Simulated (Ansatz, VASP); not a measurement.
## CdSe in VASP and in Ansatz

The input INCAR:

```
  ALGO = Normal
  EDIFF = 1E-7
  ENCUT = 520
  GGA = PS
  ISIF = 2
  ISMEAR = 0
  LASPH = True
  LCHARG = False
  LREAL = False
  LWAVE = False
  NBANDS = 26
  NELM = 80
  PREC = Accurate
  SIGMA = 0.05
```

KPOINTS

```
k-points
0
Gamma
  8 8 6
```

Contents of POSCAR:

```
CdSe
1.0
    0.0000000000     -3.0413096037     -3.0413096037
    0.0000000000      3.0413096037     -3.0413096037
    6.0826192074      0.0000000000      0.0000000000
Cd Se
2 2
Direct
    0.5090123107      0.5344886864      0.5000000000
   -0.0090123107     -0.0344886864      0.0000000000
    0.0406533946      0.5086674637      0.2500000000
    0.4593466054     -0.0086674637      0.7500000000
```

Input for Ansatz:

```yaml
crystal:
  lattice:
    - [0.0, -3.0413096037, -3.0413096037]
    - [0.0, 3.0413096037, -3.0413096037]
    - [6.0826192074, 0.0, 0.0]
  atoms:
    - { symbol: Cd, position: [0.5090123107, 0.5344886864, 0.5] }
    - { symbol: Cd, position: [-0.0090123107, -0.0344886864, 0.0] }
    - { symbol: Se, position: [0.0406533946, 0.5086674637, 0.25] }
    - { symbol: Se, position: [0.4593466054, -0.0086674637, 0.75] }
basis:
  ecutwfc: 420
kpoints:
  mp_grid: { grid: [8, 8, 6] }
hamiltonian:
  xc: pbesol
  pseudopotentials: { kind: paw }
scf:
  occupations: { method: gaussian, width: 0.05 }
output:
  forces: true
  stress: true
  eigenvalues: true
```

Change from the starting cell: mode 4 frozen in at -0.132 Å and mode 11 at -0.150 Å (largest displacements).

Alike in both runs: task single point; functional PBEsol; k mesh 8 × 8 × 6; occupations gaussian, width 0.05 eV; no spin polarisation.

|  | VASP | Ansatz |
| --- | --- | --- |
| version | VASP 6.6.1 | Ansatz 0.2.0 |
| potentials or method | VASP PAW PBE potentials, release 64 (Cd, Se), cutoff 520 eV | scalar-relativistic, plane waves, PAW |
| valence electrons in the cell | 36 | 72 |

|  | VASP | Ansatz | Ansatz less VASP |
| --- | --- | --- | --- |
| gap on the k mesh at the Fermi level (eV) | 0.46 | 0.46 | -0.002 |
| least direct gap on the mesh (eV) | 0.46 | 0.46 | -0.002 |
| pressure (GPa) | 1.5 | 1.2 | -0.37 |
| traceless stress, the component that is largest in VASP (GPa) | 0.70 | 0.69 | -0.017 |
| rms of the force components (eV/Å) | 0.758 | 0.735 | -0.0233 |

VASP's potentials were made for PBE, not for PBEsol. Atom by atom the forces differ by 0.024 eV/Å (rms over components). VASP's potentials hold 36 valence electrons a cell and Ansatz's 72, so a difference there can come from the potentials and not from the codes.
